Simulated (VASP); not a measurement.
# Sb in VASP: further runs

Sb is run at these levels: PBE; tasks: relaxation of the atoms, single point.

Everything below comes from runs of VASP 6.6.1. Logs are shortened: lines on timing, memory, paths and dates and some standing lists are left out, and cuts for length are marked.

## Step 1: The cell of the first run

The cell holds a slab with vacuum, 5 atoms: a = 3.389 Å, b = 3.389 Å, c = 27.068 Å, α = 90.00°, β = 90.00°, γ = 120.00°.

## Step 2: Relaxation of the atoms, PBE

Input file INCAR:

```
PREC     = Accurate       # precision mode
ENCUT    = 520            # plane-wave cutoff, eV
EDIFF    = 1E-6           # SCF threshold, eV
ISMEAR   = -1             # smearing method
SIGMA    = 0.1            # smearing width, eV
LREAL    = False          # projectors in reciprocal space
LASPH    = True           # aspherical terms in the spheres
NELM     = 80             # most SCF steps
ALGO     = Normal         # electronic algorithm
ISIF     = 2              # what is computed and relaxed
LWAVE    = False          # write WAVECAR
LCHARG   = False          # write CHGCAR
LDIPOL   = True         
IDIPOL   = 3            
DIPOL    = 0.5 0.5 0.500
GGA      = PE             # functional
IBRION   = 2              # ionic algorithm
NSW      = 32             # ionic steps
EDIFFG   = -0.01          # ionic threshold
```

Input file KPOINTS:

```
Automatic mesh
0
Gamma
  11 11 1
```

Input file POSCAR:

```
Sb
1.0
    3.3888387686      0.0000000000      0.0000000000
   -1.6944193843      2.9348204630      0.0000000000
    0.0000000000      0.0000000000     27.0679000000
Sb
5
Direct
    0.8333333333      0.1666666667      0.2999597592
    0.1666666667      0.8333333333      0.3949955206
    0.5000000000      0.5000000000      0.4999999910
    0.8333333333      0.1666666667      0.6050044858
    0.1666666667      0.8333333333      0.7000402434
```

Potentials or basis: VASP PAW PBE potentials, release 64 (Sb).

Started as:

```console
$ cat potpaw_PBE.64/Sb/POTCAR > POTCAR
$ mpirun -np 1 vasp_std > vasp.out
```

OUTCAR:

```text
PREC = Accurate
   ENCUT = 520
   EDIFF = 1E-6
   ISMEAR = -1
   LREAL = False
   LASPH = True
   NELM = 80
   ISIF = 2
   GGA = PE
   IBRION = 2
   NSW = 32
   EDIFFG = -0.01

 ion  position               nearest neighbor table
   1  0.833  0.167  0.300-   2 3.23   2 3.23   2 3.23
   2  0.167  0.833  0.395-   1 3.23   1 3.23   1 3.23   3 3.45   3 3.45   3 3.45
   3  0.500  0.500  0.500-   2 3.45   2 3.45   2 3.45   4 3.45   4 3.45   4 3.45
   4  0.833  0.167  0.605-   5 3.23   5 3.23   5 3.23   3 3.45   3 3.45   3 3.45
   5  0.167  0.833  0.700-   4 3.23   4 3.23   4 3.23

  LATTYP: Found a hexagonal cell.
 ALAT       =     3.3888387686
 C/A-ratio  =     7.9873673102

  Lattice vectors:

 A1 = (   3.3888387686,   0.0000000000,   0.0000000000)
 A2 = (  -1.6944193843,   2.9348204630,   0.0000000000)
 A3 = (   0.0000000000,   0.0000000000,  27.0679000000)

Analysis of symmetry for initial positions (statically):
=====================================================================
 Subroutine PRICEL returns:
 Original cell was already a primitive cell.

 Routine SETGRP: Setting up the symmetry group for a
 hexagonal supercell.

 Subroutine GETGRP returns: Found 12 space group operations
 (whereof  4 operations were pure point group operations)
 out of a pool of 24 trial point group operations.

The static configuration has the point symmetry C_2h.
 The point group associated with its full space group is D_3d.

Analysis of symmetry for dynamics (positions and initial velocities):
=====================================================================
 Subroutine PRICEL returns:
 Original cell was already a primitive cell.

 Routine SETGRP: Setting up the symmetry group for a
 hexagonal supercell.

 Subroutine GETGRP returns: Found 12 space group operations
 (whereof  4 operations were pure point group operations)
 out of a pool of 24 trial point group operations.

The dynamic configuration has the point symmetry C_2h.
 The point group associated with its full space group is D_3d.

 Subroutine INISYM returns: Found 12 space group operations
 (whereof  4 operations are pure point group operations),
 and found     1 'primitive' translations

----------------------------------------------------------------------------------------

                                     Primitive cell

  volume of cell :     269.2074

[... 99 lines left out ...]
   EFERMI =   0.00;   METHOD = LEGACY
   ISMEAR =    -1;   SIGMA  =   0.10  broadening in eV -4-tet -1-fermi 0-gaus
   EFERMI_NEDOS =   21; number of points for ismear=-14 and -15
   IALGO  =     38    algorithm
   IMIX   =      4    mixing-type and parameters
     AMIX     =   0.40;   BMIX     =  1.00
     AMIX_MAG =   1.60;   BMIX_MAG =  1.00
  volume/ion in A,a.u.               =      53.84       363.34
  Fermi-wavevector in a.u.,A,eV,Ry     =   0.741354  1.400957  7.477847  0.549606
  Thomas-Fermi vector in A             =   1.835975
   LORBIT       =      0    0 simple, 1 ext, 2 COOP (PROOUT), +10 PAW based schemes
   GGA     = PE    functional components
   LHFCALC =     F    Hartree Fock is set to
   AEXX    =    0.0000 exact exchange contribution
   IVDW    =     0    specifies the selected vdW correction
   LEPSILON=     F    determine dielectric tensor
   LRPA    =     F    only Hartree local field effects (RPA)
 conjugate gradient relaxation of ions
 non-spin polarized calculation
  energy-cutoff  :      520.00
  volume of cell :      269.21
 maximum number of plane-waves:      7301
 NGX is ok and might be reduce to    28
   NGX = 13   NGY = 13   NGZ =101

--------------------------------------- Ionic step        1  -------------------------------------------

 number of electron      24.9999999 magnetization

 Free energy of the ion-electron system (eV)
  ---------------------------------------------------
  ext. energy  EPLUGINS =         0.00000000
  ---------------------------------------------------
  free energy    TOTEN  =       -18.88845306 eV

  energy without entropy =      -18.78562219  energy(sigma->0) =      -18.83703762

------------------------ aborting loop because EDIFF is reached ----------------------------------------

  FORCE on cell =-STRESS in cart. coord.  units (eV):
  Direction    XX          YY          ZZ          XY          YZ          ZX
  --------------------------------------------------------------------------------------
  -------------------------------------------------------------------------------------
  Total       -0.4365777     -0.4365777     -0.1437814      0.0000000      0.0000000     -0.0000000
  in kB       -2.5982748     -2.5982748     -0.8557093      0.0000000      0.0000000     -0.0000000
  external PRESSURE =      -2.0174197 kB  Pullay stress =       0.0000000 kB
[... 65 lines left out ...]
--------------------------------------- Ionic step        3  -------------------------------------------

 number of electron      24.9999999 magnetization

 dipolmoment           0.000000      0.000000      0.000001 electrons x Angstroem

 Free energy of the ion-electron system (eV)
  ---------------------------------------------------
  ext. energy  EPLUGINS =         0.00000000
  ---------------------------------------------------
  free energy    TOTEN  =       -18.88852563 eV

  energy without entropy =      -18.78598087  energy(sigma->0) =      -18.83725325

 E-fermi :   2.2067     XC(G=0):  -5.6810

 val. band max:        2.1573116578   @ k =   0.4545   0.0000   0.0000
 cond. band min:       2.2219298902   @ k =   0.4545   0.0909   0.0000
 fundamental gap:      0.0646182324
 Fermi energy:         2.2067415976

 k-point     1 :       0.0000    0.0000    0.0000
  band No.  band energies     occupation
      1     -10.5251      2.00000
      2     -10.2837      2.00000
      3      -9.2096      2.00000
      4      -7.9991      2.00000
      5      -7.2280      2.00000
      6      -2.8287      2.00000
[... 283 lines left out ...]
      5      -5.4936      2.00000
      6      -2.3055      2.00000
[... 8 lines left out ...]
     15       1.1214      1.99996
     16       2.5502      0.06244

------------------------ aborting loop because EDIFF is reached ----------------------------------------

 vacuum level on the upper side and lower side of the slab       (xc-potential included)        -0.006        -0.006

  FORCE on cell =-STRESS in cart. coord.  units (eV):
  Direction    XX          YY          ZZ          XY          YZ          ZX
  --------------------------------------------------------------------------------------
  -------------------------------------------------------------------------------------
  Total       -0.4001362     -0.4001362     -0.1027117     -0.0000000      0.0000000      0.0000000
  in kB       -2.3813946     -2.3813946     -0.6112846     -0.0000000      0.0000000      0.0000000
  external PRESSURE =      -1.7913580 kB  Pullay stress =       0.0000000 kB
[... 20 lines left out ...]
  FREE ENERGIE OF THE ION-ELECTRON SYSTEM (eV)
  ---------------------------------------------------
  free  energy   TOTEN  =       -18.8885256316 eV

  energy  without entropy=      -18.7859808720  energy(sigma->0) =      -18.83725325

 reached required accuracy - stopping structural energy minimisation

 vacuum level on the upper side and lower side of the slab         6.332         6.332
```

It took 2.6 min on 1 thread of Intel Xeon Platinum 8375C at 2.90GHz (Ice Lake), shared host; peak memory 0.44 GiB.

What came out:

```
Free energy                  : -18.8885 eV
Energy gained by relaxing    : 0.0 meV/atom
Ionic steps                  : 3
Largest force after relaxing : 0.008 eV/Å
```

Forces on the atoms (eV/Å):
```
Sb   0.000  0.000  0.008
Sb   0.000  0.000  0.002
Sb   0.000  0.000  0.000
Sb   0.000  0.000 -0.002
Sb   0.000  0.000 -0.008
```

Final structure:
```
Sb
1.0
     3.38884    0.00000    0.00000
    -1.69442    2.93482    0.00000
     0.00000    0.00000   27.06790
Sb
5
Direct
  0.83333 0.16667 0.30007
  0.16667 0.83333 0.39496
  0.50000 0.50000 0.50000
  0.83333 0.16667 0.60504
  0.16667 0.83333 0.69993
```

Levels at points of the mesh, in eV from the Fermi level:
```tsv
k point	band 8	band 9	band 10	band 11	band 12	band 13	band 14	band 15	band 16
(0.00, 0.00, 0.00)	-1.23	1.22	2.97	3.51	3.51	3.64	3.64	3.85	4.30
```

Caveat: the bands computed are all filled at some k points, so no gap is given; spin-orbit coupling is left out, which moves the levels of the heavy elements.

## Step 3: Single point, PBE

Input file INCAR:

```
SYSTEM = Sb
PREC     = Accurate       ! precision mode
ENCUT    = 520            ! plane-wave cutoff, eV
EDIFF    = 1E-6           ! SCF threshold, eV
ISMEAR   = -1             ! smearing method
SIGMA    = 0.1            ! smearing width, eV
LREAL    = .False.        ! projectors in reciprocal space
LASPH    = .True.         ! aspherical terms in the spheres
NELM     = 60             ! most SCF steps
ALGO     = Normal         ! electronic algorithm
ISIF     = 2              ! what is computed and relaxed
LWAVE    = .False.        ! write WAVECAR
LCHARG   = .False.        ! write CHGCAR
LDIPOL   = .True.       
IDIPOL   = 3            
DIPOL    = 0.5 0.5 0.500
GGA      = PE             ! functional
NBANDS   = 20             ! bands
```

Input file KPOINTS:

```
Automatic mesh
0
Gamma
  11 11 1
  0 0 0
```

Input file POSCAR:

```
Sb
1.0
    3.3888387686      0.0000000000      0.0000000000
   -1.6944193843      2.9348204630      0.0000000000
    0.0000000000      0.0000000000     27.0679000000
Sb
5
Direct
    0.8333333330      0.1666666670      0.2955530156
    0.1666666670      0.8333333330      0.3977765075
    0.5000000000      0.5000000000      0.5000000000
    0.8333333330      0.1666666670      0.6022234925
    0.1666666670      0.8333333330      0.7044469844
```

Potentials or basis: VASP PAW PBE potentials, release 64 (Sb).

Started as:

```console
$ cat potpaw_PBE.64/Sb/POTCAR > POTCAR
$ mpirun -np 1 vasp_std > vasp.out
```

OUTCAR:

```text
SYSTEM = Sb
   PREC = Accurate
   ENCUT = 520
   EDIFF = 1E-6
   ISMEAR = -1
   LREAL = .False.
   LASPH = .True.
   NELM = 60
   ISIF = 2
   GGA = PE

 ion  position               nearest neighbor table
   1  0.833  0.167  0.296-   2 3.39   2 3.39   2 3.39
   2  0.167  0.833  0.398-   1 3.39   1 3.39   1 3.39   3 3.39   3 3.39   3 3.39
   3  0.500  0.500  0.500-   2 3.39   4 3.39   2 3.39   4 3.39   2 3.39   4 3.39
   4  0.833  0.167  0.602-   5 3.39   5 3.39   5 3.39   3 3.39   3 3.39   3 3.39
   5  0.167  0.833  0.704-   4 3.39   4 3.39   4 3.39

  LATTYP: Found a hexagonal cell.
 ALAT       =     3.3888387686
 C/A-ratio  =     7.9873673102

  Lattice vectors:

 A1 = (   3.3888387686,   0.0000000000,   0.0000000000)
 A2 = (  -1.6944193843,   2.9348204630,   0.0000000000)
 A3 = (   0.0000000000,   0.0000000000,  27.0679000000)

Analysis of symmetry for initial positions (statically):
=====================================================================
 Subroutine PRICEL returns:
 Original cell was already a primitive cell.

 Routine SETGRP: Setting up the symmetry group for a
 hexagonal supercell.

 Subroutine GETGRP returns: Found 12 space group operations
 (whereof  4 operations were pure point group operations)
 out of a pool of 24 trial point group operations.

The static configuration has the point symmetry C_2h.
 The point group associated with its full space group is D_3d.

Analysis of symmetry for dynamics (positions and initial velocities):
=====================================================================
 Subroutine PRICEL returns:
 Original cell was already a primitive cell.

 Routine SETGRP: Setting up the symmetry group for a
 hexagonal supercell.

 Subroutine GETGRP returns: Found 12 space group operations
 (whereof  4 operations were pure point group operations)
 out of a pool of 24 trial point group operations.

The dynamic configuration has the point symmetry C_2h.
 The point group associated with its full space group is D_3d.

[... 115 lines left out ...]
     AMIX_MAG =   1.60;   BMIX_MAG =  1.00
  volume/ion in A,a.u.               =      53.84       363.34
  Fermi-wavevector in a.u.,A,eV,Ry     =   0.741354  1.400957  7.477847  0.549606
  Thomas-Fermi vector in A             =   1.835975
   LORBIT       =      0    0 simple, 1 ext, 2 COOP (PROOUT), +10 PAW based schemes
   GGA     = PE    functional components
[... 5 lines left out ...]
 non-spin polarized calculation
  energy-cutoff  :      520.00
  volume of cell :      269.21
 maximum number of plane-waves:      7301
 NGX is ok and might be reduce to    28
   NGX = 13   NGY = 13   NGZ =101

 number of electron      24.9999999 magnetization

 dipolmoment           0.000000      0.000000      0.000000 electrons x Angstroem

 Free energy of the ion-electron system (eV)
  ---------------------------------------------------
  ext. energy  EPLUGINS =         0.00000000
  ---------------------------------------------------
  free energy    TOTEN  =       -18.82868829 eV

  energy without entropy =      -18.71509787  energy(sigma->0) =      -18.77189308

 E-fermi :   2.1914     XC(G=0):  -5.7507

 val. band max:        2.1060225569   @ k =   0.2727   0.0000   0.0000
 cond. band min:       2.1985453697   @ k =   0.4545   0.0909   0.0000
 fundamental gap:      0.0925228129
 Fermi energy:         2.1913904542

 k-point     1 :       0.0000    0.0000    0.0000
  band No.  band energies     occupation
      1     -10.4549      2.00000
      2      -9.9769      2.00000
      3      -9.1454      2.00000
      4      -8.2356      2.00000
      5      -7.3525      2.00000
      6      -2.8890      2.00000
[... 357 lines left out ...]
     19       3.7193      0.00000
     20       3.7360      0.00000

------------------------ aborting loop because EDIFF is reached ----------------------------------------

 vacuum level on the upper side and lower side of the slab       (xc-potential included)        -0.113        -0.113

  FORCE on cell =-STRESS in cart. coord.  units (eV):
  Direction    XX          YY          ZZ          XY          YZ          ZX
  --------------------------------------------------------------------------------------
  -------------------------------------------------------------------------------------
  Total       -1.6436701     -1.6436701     -1.5456959      0.0000000      0.0000000      0.0000000
  in kB       -9.7822381     -9.7822381     -9.1991485      0.0000000      0.0000000      0.0000000
  external PRESSURE =      -9.5878749 kB  Pullay stress =       0.0000000 kB

 VOLUME and BASIS-vectors are now :
 -----------------------------------------------------------------------------
  energy-cutoff  :      520.00
  volume of cell :      269.21
      direct lattice vectors                 reciprocal lattice vectors
     3.388838769  0.000000000  0.000000000     0.295086331  0.170368173  0.000000000
    -1.694419384  2.934820463  0.000000000     0.000000000  0.340736346  0.000000000
     0.000000000  0.000000000 27.067900000     0.000000000  0.000000000  0.036944129

 POSITION                                       TOTAL-FORCE (eV/Angst)
 -----------------------------------------------------------------------------------
      2.54163      0.48914      8.00000         0.000000     -0.000000      0.272166
     -0.84721      2.44568     10.76697        -0.000000      0.000000     -0.266934
      0.84721      1.46741     13.53395         0.000000      0.000000      0.000000
      2.54163      0.48914     16.30093         0.000000      0.000000      0.266934
     -0.84721      2.44568     19.06790        -0.000000      0.000000     -0.272166
 -----------------------------------------------------------------------------------
    total drift:                                0.000001     -0.000001      0.000000

  FREE ENERGIE OF THE ION-ELECTRON SYSTEM (eV)
  ---------------------------------------------------
  free  energy   TOTEN  =       -18.8286882935 eV

  energy  without entropy=      -18.7150978658  energy(sigma->0) =      -18.77189308

 vacuum level on the upper side and lower side of the slab         6.291         6.291
```

OSZICAR:

```text
N       E                     dE             d eps       ncg     rms          rms(c)
DAV:   1     0.139244342858E+03    0.13924E+03   -0.75648E+03   640   0.894E+02
DAV:   2    -0.680043660747E+01   -0.14604E+03   -0.13987E+03   900   0.156E+02
DAV:   3    -0.185277019667E+02   -0.11727E+02   -0.11464E+02   800   0.493E+01
[... 14 lines left out ...]
DAV:  18    -0.188286726787E+02   -0.82348E-05   -0.98206E-07   596   0.219E-03    0.644E-04
DAV:  19    -0.188286833997E+02   -0.10721E-04   -0.58704E-07   524   0.153E-03    0.561E-04
DAV:  20    -0.188286868080E+02   -0.34083E-05   -0.19272E-07   524   0.937E-04    0.276E-04
DAV:  21    -0.188286881254E+02   -0.13174E-05   -0.68299E-08   468   0.515E-04    0.101E-04
DAV:  22    -0.188286882935E+02   -0.16815E-06   -0.82279E-09   408   0.237E-04
   1 F= -.18828688E+02 E0= -.18771893E+02  d E =-.113590E+00
```

stdout:

```text
POSCAR found type information on POSCAR Sb
 POSCAR found :  1 types and       5 ions
 scaLAPACK will be used
 LDA part: xc-table for (Slater+PW92), standard interpolation
 POSCAR, INCAR and KPOINTS ok, starting setup
 FFT: planning ... GRIDC
 FFT: planning ... GRID_SOFT
 FFT: planning ... GRID
 WAVECAR not read
 entering main loop
```

Wall time 4.2 min (1 thread of Intel Xeon 8259CL, shared host); peak memory 0.42 GiB.

What came out:

- Free energy: -18.8287 eV
- Largest force: 0.272 eV/Å

Forces in eV/Å, atoms in the order of the input:
```
Sb   0.000  0.000  0.272
Sb   0.000  0.000 -0.267
Sb   0.000  0.000  0.000
Sb   0.000  0.000  0.267
Sb   0.000  0.000 -0.272
```

Caveat: spin-orbit coupling is left out, which moves the levels of the heavy elements.

(Continued in part 2 of 2.)
